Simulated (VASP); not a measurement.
Rh:

```xyz
1
Lattice="0.0000 1.9000 1.9000 1.9000 0.0000 1.9000 1.9000 1.9000 0.0000" Properties=species:S:1:pos:R:3 pbc="T T T"
Rh    0.0000    0.0000    0.0000
```

| Item | Value |
| --- | --- |
| Program | VASP 6.6.1 |
| Task | relaxation of cell and atoms |
| Functional | PBE |
| Potentials or basis | VASP PAW PBE potentials, release 64 (Rh_pv) |
| Cutoff | 600 eV |
| k mesh | 24 × 24 × 24 |
| Occupations | methfessel-paxton, width 0.1 eV |
| Spin | no spin polarisation |

At the start: pressure 6.2 GPa; volume 13.72 Å³/atom.

**Question.** Where does the relaxation end?

**Answer.** Over 4 steps the energy falls by 6.0 meV/atom and the volume is 14.03 Å³/atom (+2.3 %); space group Fm-3m (No. 225, to 0.1 Å) before and after.

Step by step:
```tsv
step	energy change (eV)	largest force (eV/Å)	pressure (GPa)	volume (Å³)
1	0.0000	0.0000	6.23	13.72
2	0.0247	0.0000	-12.06	14.80
3	-0.0060	0.0000	-0.07	14.04
4	-0.0060	0.0000	0.03	14.03
```

Final structure:
```
Rh
1.0
     0.00000    1.91444    1.91444
     1.91444    0.00000    1.91444
     1.91444    1.91444    0.00000
Rh
1
Direct
  0.00000 0.00000 0.00000
```
